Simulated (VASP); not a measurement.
# Mn3InC: single point with LDA

The system is Mn3InC.

```
Mn In C
1.0
     3.81959    0.00000    0.00000
     0.00000    3.81959    0.00000
     0.00000    0.00000    3.81959
Mn In C
3 1 1
Direct
  0.50000 0.00000 0.00000
  0.00000 0.00000 0.50000
  0.00000 0.50000 0.00000
  0.50000 0.50000 0.50000
  0.00000 0.00000 0.00000
```

```yaml
Program: VASP 6.6.1
Task: single point
Functional: LDA
Potentials_or_basis: VASP PAW LDA potentials, release 64 (Mn_pv, In_d, C)
Cutoff: 520 eV
k_mesh: 10 × 10 × 10
Occupations: gaussian, width 0.05 eV
Spin: no spin polarisation
Dipole_correction: no
Further_INCAR_settings: ALGO = Normal; EDIFF = 1e-07; NBANDS = 36
```

* Pressure: -3.7 GPa
* Band gap on the k mesh: zero (band 28 reaches 10.76 eV, above the bottom of band 29 at 10.53 eV)

Levels at points of the mesh, in eV from the Fermi level:
```
           k point  band 25  band 26  band 27  band 28  band 29  band 30  band 31  band 32
(0.00, 0.00, 0.00)    -0.15    -0.15    -0.15     0.07     0.07     1.10     1.22     1.22
(0.50, 0.00, 0.00)    -0.87    -0.46    -0.28    -0.28    -0.12     0.30     1.23     1.83
(0.50, 0.50, 0.00)    -1.16    -1.16    -0.33    -0.03     0.06     0.11     0.61     1.65
(0.50, 0.50, 0.50)    -1.18    -1.02    -1.02    -1.02     0.18     0.18     1.04     1.04
```

It took 38 s on 1 thread of Intel(R) Xeon(R) 6975P-C (Granite Rapids), on a shared host, peak memory 0.21 GiB.

Caveat: spin-orbit coupling is left out, which moves the levels of the heavy elements. Spin polarisation is off, so any magnetic state and its effect on volume and gap are missing.
